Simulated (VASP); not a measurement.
Here is a VASP 6.6.1 calculation.

The input INCAR:

```
  ALGO = Normal
  DIPOL = 0.5 0.5 0.500
  EDIFF = 1E-6
  ENCUT = 520
  GGA = PE
  IDIPOL = 3
  ISIF = 2
  ISMEAR = 0
  IVDW = 12
  LASPH = True
  LCHARG = True
  LDIPOL = True
  LELF = True
  LREAL = False
  LVACPOTAV = True
  LVHAR = True
  LWAVE = False
  NBANDS = 16
  NELM = 100
  PREC = Accurate
  SIGMA = 0.1
```

Contents of KPOINTS:

```
k-points
0
Gamma
  21 21 1
```

The input POSCAR:

```
C
1.0
    2.4656961952     -0.0000080696      0.0000000000
    1.2328550860      2.1353515083      0.0000000000
    0.0000000000      0.0000000000     32.6000552997
C
4
Direct
    0.1656235039      0.1656235039      0.4449392945
    0.4989568373      0.4989568373      0.4449392975
    0.1656235039      0.1656235039      0.5550607055
    0.4989568373      0.4989568373      0.5550607025
```

Potentials or basis: VASP PAW PBE potentials, release 64 (C).

Launch:

```sh
$ cat potpaw_PBE.64/C/POTCAR > POTCAR
$ mpirun -np 1 vasp_std > vasp.out
```

**Question.** What does it give for the dispersion energy per atom?

**Answer.** -0.114 eV.
